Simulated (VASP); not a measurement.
Runs of VASP 6.6.1 on Y. The structure is that of space group Fm-3m (No. 225), or close to it. The cells are those of the table. This isn't the form of Y at room conditions, which is hcp.

| cell | gap on the mesh (eV) | pressure (GPa) |
| --- | --- | --- |
| a = 3.423 Å, angles 60.0°, 1 atom | none | 1.7 |
| a = 3.469 Å, angles 60.0°, 1 atom | none | -0.2 |
| a = 3.603 Å, angles 60.0°, 1 atom | none | -4.4 |
| a = 3.374 Å, angles 60.0°, 1 atom | none | (b) |
| a = 3.560 Å, angles 60.0°, 1 atom | none | (a) |

Alike in all rows: task single point; level LDA; potentials or basis VASP PAW LDA potentials, release 64 (Y_sv); no spin polarisation; k mesh 13 × 13 × 13; cutoff (eV) 520; smearing fermi-dirac 0.1 eV.

**Question.** Estimate the missing entries.

**Answer.** (a) -3.2; (b) 4.0.

Caveats: the cell stands under tension (at least some runs); the cell stands under pressure (at least some runs).

A k mesh can miss the band edges, and the runs leave out spin-orbit coupling on Y.

A gap of «none» marks levels without a gap at the run's occupations.
